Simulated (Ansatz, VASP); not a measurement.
**One calculation of SrTe, two programs**

Contents of POSCAR:

```
SrTe
1.0
    0.0000000000      3.3527582052      3.3527582052
    3.3527582052      0.0000000000      3.3527582052
    3.3527582052      3.3527582052      0.0000000000
Sr Te
1 1
Direct
    0.0000000000      0.0000000000      0.0000000000
    0.5000000000      0.5000000000      0.5000000000
```

File INCAR.step1:

```
PREC = Accurate ; ENCUT = 400
EDIFF = 1E-5 ; ISMEAR = 0
SIGMA = 0.01 ; LREAL = F
LASPH = T ; NELM = 120
ALGO = Normal ; ISIF = 2
LWAVE = T ; NBANDS = 15
GGA = PE ; GGA_COMPAT = F
```

The input INCAR.step2:

```
PREC = Accurate ; ENCUT = 400
EDIFF = 1E-6 ; ISMEAR = 0
SIGMA = 0.01 ; LREAL = F
LASPH = T ; NELM = 120
ALGO = Normal ; ISIF = 2
LWAVE = F ; LCHARG = T
GGA = PE ; LHFCALC = T
HFSCREEN = 0.2079 ; PRECFOCK = Normal
LELF = T ; LVHAR = T
NBANDS = 15 ; ISTART = 1
GGA_COMPAT = F
```

Contents of KPOINTS:

```
regular mesh
0
Gamma
  4 4 4
```

Input for Ansatz:

```yaml
crystal:
  lattice:
    - [0.0, 3.3527582052, 3.3527582052]
    - [3.3527582052, 0.0, 3.3527582052]
    - [3.3527582052, 3.3527582052, 0.0]
  atoms:
    - { symbol: Sr, position: [0.0, 0.0, 0.0] }
    - { symbol: Te, position: [0.5, 0.5, 0.5] }
kpoints:
  mp_grid: { grid: [4, 4, 4] }
hamiltonian:
  xc: hse06
scf:
  occupations: { method: fixed }
  n_extra_bands: 4
output:
  forces: true
  stress: true
  eigenvalues: true
```

Alike in both runs: task single point; functional HSE06; k mesh 4 × 4 × 4; no spin polarisation.

```csv
,VASP,Ansatz
version,VASP 6.6.1,Ansatz 0.2.0
potentials or method,"VASP PAW PBE potentials, release 64 (Sr_sv, Te)","plane waves, PAW"
plane-wave cutoff (eV),400,420
occupations,"gaussian, width 0.01 eV",fixed
valence electrons in the cell,16,26
```

```tsv
	VASP	Ansatz	Ansatz less VASP
gap on the k mesh at the Fermi level (eV)	2.49	2.49	0.000
pressure (GPa)	-0.2	-0.1	+0.06
```

VASP's potentials hold 16 valence electrons a cell and Ansatz's 26, so a difference there can come from the potentials and not from the codes. Ansatz's warnings: stress exchange threshold loose, stress scf threshold loose.

Spin-orbit coupling is off throughout.
